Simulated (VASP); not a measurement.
Crystal: Os.

```xyz
2
Lattice="2.6931 0.0000 0.0000 -1.3465 2.3323 0.0000 0.0000 0.0000 4.3628" Properties=species:S:1:pos:R:3 pbc="T T T"
Os    0.0000    1.5548    1.0907
Os    1.3465    0.7774    3.2721
```

| Quantity | Value |
| --- | --- |
| Program | VASP 6.6.1 |
| Task | relaxation of cell and atoms |
| Functional | LDA |
| Potentials or basis | VASP PAW LDA potentials, release 64 (Os) |
| Cutoff | 600 eV |
| k mesh | 18 × 18 × 10 |
| Occupations | fermi-dirac, width 0.1 eV |
| Spin | no spin polarisation |

At the start: pressure 1.1 GPa; volume 13.70 Å³/atom.

Problem. How do energy, volume and symmetry change on relaxing?

Solution. Over 5 steps the energy falls by 11.2 meV/atom and the volume is 13.74 Å³/atom (+0.3 %); space group P6_3/mmc (No. 194, to 0.1 Å) before and after.

The path:
```csv
step,energy change (eV),largest force (eV/Å),pressure (GPa),volume (Å³)
1,0.0000,0.0000,1.10,27.40
2,0.0323,0.0000,-2.61,27.74
3,-0.0222,0.0000,-1.00,27.54
4,-0.0194,0.0000,3.99,27.25
5,-0.0224,0.0000,-0.01,27.48
```

Final structure:
```cif
data_structure
_symmetry_space_group_name_H-M 'P 1'
_symmetry_Int_Tables_number 1
_cell_length_a 2.7183
_cell_length_b 2.7183
_cell_length_c 4.2942
_cell_angle_alpha 90.000
_cell_angle_beta 90.000
_cell_angle_gamma 120.000
_cell_volume 27.48
loop_
_atom_site_label
_atom_site_type_symbol
_atom_site_fract_x
_atom_site_fract_y
_atom_site_fract_z
_atom_site_occupancy
Os1 Os 0.33333 0.66667 0.25000 1
Os2 Os 0.66667 0.33333 0.75000 1
```
